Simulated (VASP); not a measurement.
## HfO2: single point with PBE

HfO2:

```
Hf O
1.0
     0.00000    2.52918    2.52918
     2.52918    0.00000    2.52918
     2.52918    2.52918    0.00000
Hf O
1 2
Direct
  0.00000 0.00000 0.00000
  0.25000 0.25000 0.25000
  0.75000 0.75000 0.75000
```

```json
{
  "Program": "VASP 6.6.1",
  "Task": "single point",
  "Functional": "PBE",
  "Potentials or basis": "VASP PAW PBE potentials, release 64 (Hf_pv, O)",
  "Cutoff": "600 eV",
  "k mesh": "6 × 6 × 6",
  "Occupations": "fermi-dirac, width 0.05 eV",
  "Spin": "no spin polarisation",
  "Dipole correction": "no",
  "Further INCAR settings": "ALGO = Normal; EDIFF = 1e-06; NBANDS = 18"
}
```

```yaml
Pressure: 1.9 GPa
Band_gap_on_the_k_mesh: 3.82 eV, direct
```

Levels at points of the mesh, in eV from the valence-band top:
| k point | band 9 | band 10 | band 11 | band 12 | band 13 | band 14 |
| --- | --- | --- | --- | --- | --- | --- |
| (0.00, 0.00, 0.00) | -0.61 | -0.61 | -0.61 | 3.90 | 3.90 | 5.89 |
| (0.50, 0.00, 0.00) | -2.74 | -1.84 | -1.84 | 4.64 | 4.64 | 7.05 |
| (0.50, 0.50, 0.00) | -1.54 | -1.54 | 0.00 | 3.82 | 5.54 | 6.70 |

Wall time 9.6 s on 1 thread of Intel(R) Xeon(R) 6975P-C (Granite Rapids), with other jobs on the host, peak memory 0.17 GiB.

Caveat: spin-orbit coupling is left out, which moves the levels of the heavy elements. PBE gaps usually lie below the measured ones, often by a third to a half.
